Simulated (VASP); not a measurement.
Crystal: V.

```xyz
1
Lattice="-1.5144 1.5144 1.5144 1.5144 -1.5144 1.5144 1.5144 1.5144 -1.5144" Properties=species:S:1:pos:R:3 pbc="T T T"
V     0.0000    0.0000    0.0000
```

```yaml
Program: VASP 6.6.1
Task: relaxation of cell and atoms
Functional: PBEsol
Potentials_or_basis: VASP PAW PBE potentials, release 64 (V_sv)
Cutoff: 600 eV
k_mesh: 10 × 10 × 10
Occupations: gaussian, width 0.1 eV
Spin: no spin polarisation
```

At the start: pressure -11.2 GPa; volume 13.89 Å³/atom.

Question: Where does the relaxation end?

Answer: Over 3 steps the energy falls by 31.4 meV/atom and the volume is 13.06 Å³/atom (-6.0 %); space group Im-3m (No. 229, to 0.05 Å).

The path:
| step | energy change (eV) | largest force (eV/Å) | pressure (GPa) | volume (Å³) |
| --- | --- | --- | --- | --- |
| 1 | 0.0000 | 0.0000 | -11.24 | 13.89 |
| 2 | 0.0237 | 0.0000 | 18.34 | 12.02 |
| 3 | -0.0314 | 0.0000 | -0.30 | 13.06 |

Final structure:
```
V
1.0
    -1.48336    1.48336    1.48336
     1.48336   -1.48336    1.48336
     1.48336    1.48336   -1.48336
V
1
Direct
  0.00000 0.00000 0.00000
```

Caveat: the PAW data sets were made with another functional, which shifts forces and pressure a little.
